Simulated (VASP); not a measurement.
# As (Pm-3m) in VASP: a series of runs

Runs on As. Level: LDA. Tasks: single point.

Program: VASP 6.6.1. These are calculated values, not measurements. Logs are shortened: lines on timing, memory, paths and dates and some standing lists are left out, and cuts for length are marked.

## (1) The cell of the first run

Symmetry: Pm-3m, No. 221, cubic system. The conventional cell has a = 2.048 Å, b = 2.048 Å, c = 2.048 Å, α = 90.00°, β = 90.00°, γ = 90.00°. Within 2.7 Å of As (site symmetry m-3m) lie 6 As at 2.05 Å.

## (2) Single point, LDA (volume scaled by 0.45)

The input, INCAR:

```
  PREC = Accurate
  ENCUT = 520
  EDIFF = 1E-7
  ISMEAR = -1
  SIGMA = 0.08
  LREAL = False
  LASPH = True
  NELM = 60
  ALGO = Normal
  ISIF = 2
  LWAVE = False
  LCHARG = True
  LELF = True
  LVHAR = True
  NBANDS = 8
```

The input, KPOINTS:

```
Automatic mesh
0
Gamma
  15 15 15
```

The input, POSCAR:

```
As
1.0
    2.0479359594      0.0000000000      0.0000000000
    0.0000000000      2.0479359594      0.0000000000
    0.0000000000      0.0000000000      2.0479359594
As
1
Direct
    0.0000000000      0.0000000000      0.0000000000
```

Potentials or basis: VASP PAW LDA potentials, release 64 (As).

The run is started by

```
cat potpaw_LDA.64/As/POTCAR > POTCAR
mpirun -np 1 vasp_std > vasp.out
```

OUTCAR:

```text
PREC = Accurate
   ENCUT = 520
   EDIFF = 1E-7
   ISMEAR = -1
   LREAL = False
   LASPH = True
   NELM = 60
   ISIF = 2

 ion  position               nearest neighbor table
   1  0.000  0.000  0.000-

  LATTYP: Found a simple cubic cell.
 ALAT       =     2.0479359594

  Lattice vectors:

 A1 = (   2.0479359594,   0.0000000000,   0.0000000000)
 A2 = (   0.0000000000,   2.0479359594,   0.0000000000)
 A3 = (   0.0000000000,   0.0000000000,   2.0479359594)

Analysis of symmetry for initial positions (statically):
=====================================================================
 Subroutine PRICEL returns:
 Original cell was already a primitive cell.

 Routine SETGRP: Setting up the symmetry group for a
 simple cubic supercell.

 Subroutine GETGRP returns: Found 48 space group operations
 (whereof 48 operations were pure point group operations)
 out of a pool of 48 trial point group operations.

The static configuration has the point symmetry O_h .

Analysis of symmetry for dynamics (positions and initial velocities):
=====================================================================
 Subroutine PRICEL returns:
 Original cell was already a primitive cell.

 Routine SETGRP: Setting up the symmetry group for a
 simple cubic supercell.

 Subroutine GETGRP returns: Found 48 space group operations
 (whereof 48 operations were pure point group operations)
 out of a pool of 48 trial point group operations.

The dynamic configuration has the point symmetry O_h .

 Subroutine INISYM returns: Found 48 space group operations
 (whereof 48 operations are pure point group operations),
 and found     1 'primitive' translations

----------------------------------------------------------------------------------------

                                     Primitive cell

  volume of cell :       8.5891

  direct lattice vectors                    reciprocal lattice vectors
     2.047935959  0.000000000  0.000000000     0.488296519  0.000000000  0.000000000
     0.000000000  2.047935959  0.000000000     0.000000000  0.488296519  0.000000000
     0.000000000  0.000000000  2.047935959     0.000000000  0.000000000  0.488296519

  length of vectors
     2.047935959  2.047935959  2.047935959     0.488296519  0.488296519  0.488296519

  position of ions in fractional coordinates (direct lattice)
     0.000000000  0.000000000  0.000000000

  ion indices of the primitive-cell ions
   primitive index   ion index
                 1           1

----------------------------------------------------------------------------------------

 KPOINTS: Automatic mesh

Automatic generation of k-mesh.
 Grid dimensions read from file:
 generate k-points for:   15   15   15

 Generating k-lattice:

  Cartesian coordinates                     Fractional coordinates (reciprocal lattice)
     0.032553101  0.000000000  0.000000000     0.066666667  0.000000000  0.000000000
     0.000000000  0.032553101  0.000000000     0.000000000  0.066666667  0.000000000
     0.000000000  0.000000000  0.032553101     0.000000000  0.000000000  0.066666667

  Length of vectors
     0.032553101  0.032553101  0.032553101

  Shift w.r.t. Gamma in fractional coordinates (k-lattice)
     0.000000000  0.000000000  0.000000000

 Subroutine IBZKPT returns following result:
 ===========================================

 Found    120 irreducible k-points:

 Following reciprocal coordinates:
            Coordinates               Weight
  0.000000  0.000000  0.000000      1.000000
  0.066667  0.000000  0.000000      6.000000
  0.133333  0.000000  0.000000      6.000000
  0.200000  0.000000  0.000000      6.000000
  0.266667  0.000000  0.000000      6.000000
  0.333333  0.000000  0.000000      6.000000
[... 16 lines left out ...]
  0.266667  0.200000  0.000000     24.000000
  0.333333  0.200000  0.000000     24.000000
 [... further k-points ...]
   k-points           NKPTS =    120   k-points in BZ     NKDIM =    120   number of bands    NBANDS=      8
   number of dos      NEDOS =    301   number of ions     NIONS =      1
   total plane-waves  NPLWV =   4096
   dimension x,y,z NGX =    16 NGY =   16 NGZ =   16
   dimension x,y,z NGXF=    32 NGYF=   32 NGZF=   32
   ions per type =               1
   NGX,Y,Z   is equivalent  to a cutoff of  12.99, 12.99, 12.99 a.u.
   NGXF,Y,Z  is equivalent  to a cutoff of  25.98, 25.98, 25.98 a.u.
 SYSTEM =  unknown system
   PREC   = accura    normal or accurate (medium, high low for compatibility)
   ISTART =      0    job   : 0-new  1-cont  2-samecut
   ICHARG =      2    charge: 1-file 2-atom 10-const
   ISPIN  =      1    spin polarized calculation?
   LNONCOLLINEAR =      F non collinear calculations
   LSORBIT =      F    spin-orbit coupling
   LASPH  =      T    aspherical Exc in radial PAW
   ENCUT  =  520.0 eV  38.22 Ry    6.18 a.u.   3.81  3.81  3.81*2*pi/ulx,y,z
   NELM   =     60;   NELMIN=  2; NELMDL= -5     # of ELM steps
   EDIFF  = 0.1E-06   stopping-criterion for ELM
   LREAL  =      F    real-space projection
   EDIFFG = 0.1E-05   stopping-criterion for IOM
   NSW    =      0    number of steps for IOM
   IBRION =     -1    ionic relax: 0-MD 1-quasi-New 2-CG
   NFREE  =      0    steps in history (QN), initial steepest desc. (CG)
   ISIF   =      2    stress and relaxation
   ISYM   =      2    0-nonsym 1-usesym 2-fastsym
   POTIM  = 0.5000    time-step for ionic-motion
   TEBEG  =    0.0;   TEEND  =   0.0 temperature during run
   PSTRESS=    0.0 pullay stress
   NELECT =       5.0000    total number of electrons
   NUPDOWN=      -1.0000    fix difference up-down
   EMIN   =  10.00;   EMAX   =-10.00  energy-range for DOS
   EFERMI =   0.00;   METHOD = LEGACY
   ISMEAR =    -1;   SIGMA  =   0.08  broadening in eV -4-tet -1-fermi 0-gaus
   EFERMI_NEDOS =   21; number of points for ismear=-14 and -15
   IALGO  =     38    algorithm
   IMIX   =      4    mixing-type and parameters
     AMIX     =   0.40;   BMIX     =  1.00
     AMIX_MAG =   1.60;   BMIX_MAG =  1.00
  volume/ion in A,a.u.               =       8.59        57.96
  Fermi-wavevector in a.u.,A,eV,Ry     =   1.366937  2.583136 25.422709  1.868516
  Thomas-Fermi vector in A             =   2.493034
   LORBIT       =      0    0 simple, 1 ext, 2 COOP (PROOUT), +10 PAW based schemes
   GGA     = CA    functional components
   LHFCALC =     F    Hartree Fock is set to
   AEXX    =    0.0000 exact exchange contribution
   IVDW    =     0    specifies the selected vdW correction
   LEPSILON=     F    determine dielectric tensor
   LRPA    =     F    only Hartree local field effects (RPA)
 non-spin polarized calculation
  energy-cutoff  :      520.00
  volume of cell :        8.59
 maximum number of plane-waves:       251
 NGX is ok and might be reduce to    16
   NGX =  7   NGY =  7   NGZ =  7

 number of electron       5.0000001 magnetization

 Free energy of the ion-electron system (eV)
  ---------------------------------------------------
  ext. energy  EPLUGINS =         0.00000000
  ---------------------------------------------------
  free energy    TOTEN  =         1.75443749 eV

  energy without entropy =        1.76178054  energy(sigma->0) =        1.75810901

 E-fermi :  20.2797     XC(G=0): -14.5143

 val. band max:       20.2691957810   @ k =   0.4667   0.4000   0.1333
 cond. band min:      20.3230405697   @ k =   0.4000   0.2667   0.1333
 fundamental gap:      0.0538447887
 Fermi energy:        20.2797351758

 k-point     1 :       0.0000    0.0000    0.0000
  band No.  band energies     occupation
      1      -6.2286      2.00000
      2      28.1199      0.00000
      3      28.1199      0.00000
      4      28.1199      0.00000
      5      30.2671      0.00000
      6      30.2671      0.00000
      7      40.0885      0.00000
      8      58.6034      0.00000

 k-point     2 :       0.0667    0.0000    0.0000
  band No.  band energies     occupation
      1      -6.0660      2.00000
      2      25.1650      0.00000
      3      28.2984      0.00000
      4      28.2984      0.00000
      5      30.3823      0.00000
      6      32.7548      0.00000
      7      40.8086      0.00000
      8      56.0574      0.00000

 k-point     3 :       0.1333    0.0000    0.0000
  band No.  band energies     occupation
      1      -5.5775      2.00000
      2      21.2926      0.00001
      3      28.8284      0.00000
      4      28.8284      0.00000
      5      30.7290      0.00000
      6      35.0455      0.00000
      7      43.1347      0.00000
      8      53.0086      0.00000

 k-point     4 :       0.2000    0.0000    0.0000
  band No.  band energies     occupation
      1      -4.7601      2.00000
      2      17.4745      2.00000
      3      29.6926      0.00000
      4      29.6926      0.00000
      5      31.3077      0.00000
      6      36.4202      0.00000
      7      46.7472      0.00000
      8      49.4339      0.00000

 k-point     5 :       0.2667    0.0000    0.0000
  band No.  band energies     occupation
      1      -3.6104      2.00000
      2      13.8324      2.00000
      3      30.8621      0.00000
      4      30.8621      0.00000
      5      32.1194      0.00000
      6      37.4166      0.00000
      7      46.2690      0.00000
      8      47.1074      0.00000
[... 177 lines left out ...]
 k-point    22 :       0.2000    0.2000    0.0000
  band No.  band energies     occupation
      1      -3.2951      2.00000
      2      17.6623      2.00000
      3      20.3729      0.47564
      4      31.2526      0.00000
      5      34.6986      0.00000
      6      39.9226      0.00000
      7      44.1503      0.00000
      8      49.0542      0.00000

 k-point    23 :       0.2667    0.2000    0.0000
  band No.  band energies     occupation
      1      -2.1503      2.00000
      2      14.9483      2.00000
      3      20.5648      0.05512
      4      32.4150      0.00000
      5      34.7772      0.00000
      6      37.6107      0.00000
      7      45.8646      0.00000
      8      48.0440      0.00000

 k-point    24 :       0.3333    0.2000    0.0000
  band No.  band energies     occupation
      1      -0.6747      2.00000
      2      11.7224      2.00000
      3      21.7809      0.00000
      4      32.9550      0.00000
      5      33.8383      0.00000
      6      37.6059      0.00000
      7      45.5250      0.00000
      8      45.5537      0.00000

 [... further k-points ...]
[... 5 lines left out ...]
  --------------------------------------------------------------------------------------
  -------------------------------------------------------------------------------------
  Total       23.7922291     23.7922291     23.7922291     -0.0000000      0.0000000     -0.0000000
  in kB     4438.0950572   4438.0950572   4438.0950572     -0.0000000      0.0000000     -0.0000000
  external PRESSURE =    4438.0950572 kB  Pullay stress =       0.0000000 kB

 VOLUME and BASIS-vectors are now :
 -----------------------------------------------------------------------------
  energy-cutoff  :      520.00
  volume of cell :        8.59
      direct lattice vectors                 reciprocal lattice vectors
     2.047935959  0.000000000  0.000000000     0.488296519  0.000000000  0.000000000
     0.000000000  2.047935959  0.000000000     0.000000000  0.488296519  0.000000000
     0.000000000  0.000000000  2.047935959     0.000000000  0.000000000  0.488296519

 POSITION                                       TOTAL-FORCE (eV/Angst)
 -----------------------------------------------------------------------------------
      0.00000      0.00000      0.00000         0.000000      0.000000      0.000000
 -----------------------------------------------------------------------------------
    total drift:                               -0.000000      0.000000      0.000000

  FREE ENERGIE OF THE ION-ELECTRON SYSTEM (eV)
  ---------------------------------------------------
  free  energy   TOTEN  =         1.7544374863 eV

  energy  without entropy=        1.7617805404  energy(sigma->0) =        1.75810901
```

Wall time 2.1 s (1 thread of Intel Xeon 6975P-C (Granite Rapids), shared host); peak memory 0.11 GiB.

Results:

- Free energy: 1.7544 eV
- Pressure: 443.8 GPa

## (3) Single point, LDA (volume scaled by 0.55)

The input, INCAR:

```
PREC = Accurate ; ENCUT = 520
EDIFF = 1E-7 ; ISMEAR = -1
SIGMA = 0.08 ; LREAL = F
LASPH = T ; NELM = 60
ALGO = Normal ; ISIF = 2
LWAVE = F ; LCHARG = F
GGA = CA ; NBANDS = 8
```

KPOINTS is that of step 2.

The input, POSCAR:

```
As
1.0
    2.1896082985      0.0000000000      0.0000000000
    0.0000000000      2.1896082985      0.0000000000
    0.0000000000      0.0000000000      2.1896082985
As
1
Direct
    0.0000000000      0.0000000000      0.0000000000
```

Potentials or basis: VASP PAW LDA potentials, release 64 (As).

The run is started by

```
cat potpaw_LDA.64/As/POTCAR > POTCAR
mpirun -np 1 vasp_std > vasp.out
```

Run time: 1.8 s. Hardware: 1 thread of Intel Xeon 6975P-C (Granite Rapids), shared host; peak memory 0.11 GiB.

It converged, with:

```yaml
Free_energy: -1.9797 eV
Pressure: 213.7 GPa
```

Levels at points of the mesh, in eV from the Fermi level:
| k point | band 1 | band 2 | band 3 | band 4 | band 5 | band 6 | band 7 |
| --- | --- | --- | --- | --- | --- | --- | --- |
| (0.00, 0.00, 0.00) | -23.18 | 6.62 | 6.62 | 6.62 | 9.22 | 9.22 | 16.92 |

## (4) Single point, LDA (volume scaled by 0.55)

The input, INCAR:

```
  ALGO = Normal
  EDIFF = 1E-6
  ENCUT = 520
  ISIF = 2
  ISMEAR = -1
  LASPH = T
  LCHARG = F
  LREAL = F
  LWAVE = F
  NBANDS = 8
  NELM = 60
  PREC = Accurate
  SIGMA = 0.08
```

The input, KPOINTS:

```
k-points
0
Gamma
  15 15 15
```

POSCAR is that of step 3.

Potentials or basis: VASP PAW LDA potentials, release 64 (As).

The run is started by

```
cat potpaw_LDA.64/As/POTCAR > POTCAR
mpirun -np 1 vasp_std > vasp.out
```

OUTCAR:

```text
EDIFF = 1E-6
   ENCUT = 520
   ISIF = 2
   ISMEAR = -1
   LASPH = T
   LREAL = F
   NELM = 60
   PREC = Accurate

 ion  position               nearest neighbor table
   1  0.000  0.000  0.000-

  LATTYP: Found a simple cubic cell.
 ALAT       =     2.1896082985

  Lattice vectors:

 A1 = (   2.1896082985,   0.0000000000,   0.0000000000)
 A2 = (   0.0000000000,   2.1896082985,   0.0000000000)
 A3 = (   0.0000000000,   0.0000000000,   2.1896082985)

Analysis of symmetry for initial positions (statically):
[... 435 lines left out ...]
      4      27.4062      0.00000
      5      27.6498      0.00000
      6      31.8666      0.00000
      7      38.7389      0.00000
      8      39.0802      0.00000

 [... further k-points ...]
[... 5 lines left out ...]
  --------------------------------------------------------------------------------------
  -------------------------------------------------------------------------------------
  Total       14.0028561     14.0028561     14.0028561      0.0000000      0.0000000     -0.0000000
  in kB     2137.1151207   2137.1151207   2137.1151207      0.0000000      0.0000000     -0.0000000
  external PRESSURE =    2137.1151207 kB  Pullay stress =       0.0000000 kB

 VOLUME and BASIS-vectors are now :
 -----------------------------------------------------------------------------
  energy-cutoff  :      520.00
  volume of cell :       10.50
      direct lattice vectors                 reciprocal lattice vectors
     2.189608299  0.000000000  0.000000000     0.456702690  0.000000000  0.000000000
     0.000000000  2.189608299  0.000000000     0.000000000  0.456702690  0.000000000
     0.000000000  0.000000000  2.189608299     0.000000000  0.000000000  0.456702690

 POSITION                                       TOTAL-FORCE (eV/Angst)
 -----------------------------------------------------------------------------------
      0.00000      0.00000      0.00000         0.000000      0.000000      0.000000
 -----------------------------------------------------------------------------------
    total drift:                               -0.000000      0.000000     -0.000000

  FREE ENERGIE OF THE ION-ELECTRON SYSTEM (eV)
  ---------------------------------------------------
  free  energy   TOTEN  =        -1.9797072561 eV

  energy  without entropy=       -1.9727953750  energy(sigma->0) =       -1.97625132
```

OSZICAR:

```text
N       E                     dE             d eps       ncg     rms          rms(c)
DAV:   1     0.510913225956E+01    0.51091E+01   -0.25928E+03  2016   0.508E+02
DAV:   2    -0.214344333507E+01   -0.72526E+01   -0.69505E+01  2656   0.565E+01
DAV:   3    -0.217894579531E+01   -0.35502E-01   -0.35483E-01  2192   0.451E+00
DAV:   4    -0.217895518044E+01   -0.93851E-05   -0.93849E-05  2952   0.822E-02
DAV:   5    -0.217895518122E+01   -0.77475E-09   -0.15134E-08  2128   0.640E-04    0.727E+00
DAV:   6    -0.204392137128E+01    0.13503E+00   -0.32471E-02  2216   0.111E+00    0.438E+00
DAV:   7    -0.198013431120E+01    0.63787E-01   -0.52160E-02  2336   0.144E+00    0.188E-01
DAV:   8    -0.197970952440E+01    0.42479E-03   -0.11292E-03  2192   0.220E-01    0.130E-02
DAV:   9    -0.197970722288E+01    0.23015E-05   -0.68153E-06  2696   0.229E-02    0.130E-02
DAV:  10    -0.197970725615E+01   -0.33264E-07   -0.17753E-07  1944   0.333E-03
   1 F= -.19797073E+01 E0= -.19762513E+01  d E =-.691188E-02
```

Run time: 1.9 s. Hardware: 1 thread of Intel Xeon 6975P-C (Granite Rapids), shared host; peak memory 0.11 GiB.

What came out:

```yaml
Free_energy: -1.9797 eV
Pressure: 213.7 GPa
```
